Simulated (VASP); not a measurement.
ZrC:

```
CELL_PARAMETERS angstrom
3.39148 0.00000 0.00000
-1.69574 2.93710 0.00000
0.00000 0.00000 5.29005
ATOMIC_POSITIONS crystal
Zr 0.66667 0.33333 0.75000
Zr 0.33333 0.66667 0.25000
C 0.00000 0.00000 0.50000
C 0.00000 0.00000 0.00000
```

Base run:

| Property | Result |
| --- | --- |
| Program | VASP 6.6.1 |
| Functional | PBE |
| Potentials or basis | VASP PAW PBE potentials, release 64 (Zr_sv, C) |
| Cutoff | 520 eV |
| k mesh | 7 × 7 × 4 |
| Occupations | fermi-dirac, width 0.05 eV |
| Spin | no spin polarisation |

Its results: band gap on the k mesh zero (bands 16 and 17 overlap by 1.11 eV); pressure -2.1 GPa.

**Question.** The run is repeated on the same cell with these changes: functional from PBE to BLYP. What comes out?

**Answer.** Band gap on the k mesh zero (bands 16 and 17 overlap by 1.11 eV); pressure 5.5 GPa.

BLYP binds less tightly than PBE, so the same cell stands under more pressure.

Caveats: the cell stands under pressure (at least some runs); the PAW data sets were made with another functional, which shifts forces and pressure a little (at least some runs).
